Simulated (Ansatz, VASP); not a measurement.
# Two plane-wave programs on C

File INCAR:

```
SYSTEM = C
PREC = Accurate
ENCUT = 520
EDIFF = 1E-7
ISMEAR = 0
SIGMA = 0.05
LREAL = .FALSE.
LASPH = .TRUE.
NELM = 80
ALGO = Normal
ISIF = 2
LWAVE = .FALSE.
LCHARG = .FALSE.
NBANDS = 11
```

KPOINTS

```
Automatic mesh
0
G
  14 14 10
  0 0 0
```

File POSCAR:

```
C
1.0
    1.9924539695     -1.1503544811     -0.0130964263
    1.9924539695      1.1503544811     -0.0130964263
   -1.3096107566      0.0000000000      3.7686256155
C
2
Direct
    0.8333830096      0.8333830096      0.0001497828
    0.1666169904      0.1666169904      0.9998502172
```

Input for Ansatz:

```yaml
crystal:
  lattice:
    - [1.9924539695, -1.1503544811, -0.0130964263]
    - [1.9924539695, 1.1503544811, -0.0130964263]
    - [-1.3096107566, 0.0, 3.7686256155]
  atoms:
    - { symbol: C, position: [0.8333830096, 0.8333830096, 0.0001497828] }
    - { symbol: C, position: [0.1666169904, 0.1666169904, 0.9998502172] }
basis:
  ecutwfc: 420
kpoints:
  mp_grid: { grid: [14, 14, 10] }
hamiltonian:
  xc: lda
scf:
  occupations: { method: gaussian, width: 0.05 }
output:
  forces: true
  stress: true
  eigenvalues: true
```

Alike in both runs: task single point; functional LDA; k mesh 14 × 14 × 10; occupations gaussian, width 0.05 eV; no spin polarisation.

```csv
,VASP,Ansatz
version,VASP 6.6.1,Ansatz 0.2.0
potentials or method,"VASP PAW LDA potentials, release 64 (C), cutoff 520 eV","scalar-relativistic, plane waves, PAW"
valence electrons in the cell,8,8
```

```csv
,VASP,Ansatz,Ansatz less VASP
gap on the k mesh at the Fermi level (eV),1.20,1.20,+0.001
least direct gap on the mesh (eV),1.20,1.20,+0.001
rms of the force components (eV/Å),0.009,0.009,+0.0001
```

LDA's correlation is that of Perdew and Zunger in VASP and of Perdew and Wang (1992) in Ansatz. Atom by atom the forces differ by 0.000 eV/Å (rms over components).
